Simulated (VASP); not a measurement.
Write the native input for VASP 6.6.1 that does the following.

```yaml
Task: single point
Functional: HSE06
Potentials_or_basis: VASP PAW PBE potentials, release 64 (Pb_d)
Cutoff: 520 eV
k_mesh: 6 × 6 × 6
Occupations: fermi-dirac, width 0.1 eV
Spin: no spin polarisation
Dipole_correction: no
Grid_for_exact_exchange_PRECFOCK: Normal
Further_INCAR_settings: ALGO = Normal; EDIFF = 1e-06; NBANDS = 13
Share_of_exact_exchange: 0.25
Screening_parameter: 0.2079 1/Å
```

Crystal: Pb.

```xyz
1
Lattice="0.0000 2.4724 2.4724 2.4724 0.0000 2.4724 2.4724 2.4724 0.0000" Properties=species:S:1:pos:R:3 pbc="T T T"
Pb    0.0000    0.0000    0.0000
```

One way to write it, as run:

POSCAR

```
Pb
1.0
    0.0000000000      2.4723646448      2.4723646448
    2.4723646448      0.0000000000      2.4723646448
    2.4723646448      2.4723646448      0.0000000000
Pb
1
Direct
    0.0000000000      0.0000000000      0.0000000000
```

INCAR.step1

```
PREC = Accurate
ENCUT = 520
EDIFF = 1E-5
ISMEAR = -1
SIGMA = 0.1
LREAL = F
LASPH = T
NELM = 60
ALGO = Normal
ISIF = 2
LWAVE = T
NBANDS = 13
GGA = PE
```

INCAR.step2

```
PREC = Accurate
ENCUT = 520
EDIFF = 1E-6
ISMEAR = -1
SIGMA = 0.1
LREAL = F
LASPH = T
NELM = 60
ALGO = Normal
ISIF = 2
LWAVE = F
LCHARG = T
GGA = PE
LHFCALC = T
HFSCREEN = 0.2079
PRECFOCK = Normal
LELF = T
LVHAR = T
NBANDS = 13
ISTART = 1
```

KPOINTS

```
Automatic mesh
0
Gamma
  6 6 6
```

Potentials or basis: VASP PAW PBE potentials, release 64 (Pb_d).

Run with:

```bash
$ cat potpaw_PBE.64/Pb_d/POTCAR > POTCAR
$ cp INCAR.step1 INCAR
$ mpirun -np 1 vasp_std > vasp.out
$ cp INCAR.step2 INCAR
$ mpirun -np 1 vasp_std > vasp.out
```

Results of the run:

```yaml
Pressure: 2.3 GPa
Band_gap_on_the_k_mesh: zero (bands 7 and 8 overlap by 9.99 eV)
```

Caveat: the k points lie up to 0.37 Å⁻¹ apart, too coarse for converged energies and pressures of a metal; the PAW data sets were made with another functional, which shifts forces and pressure a little; spin-orbit coupling is left out, which moves the levels of the heavy elements.

It took 19 min on 1 thread of AMD EPYC 7R13 Processor (Zen 3), with other jobs on the host, peak memory 0.24 GiB.
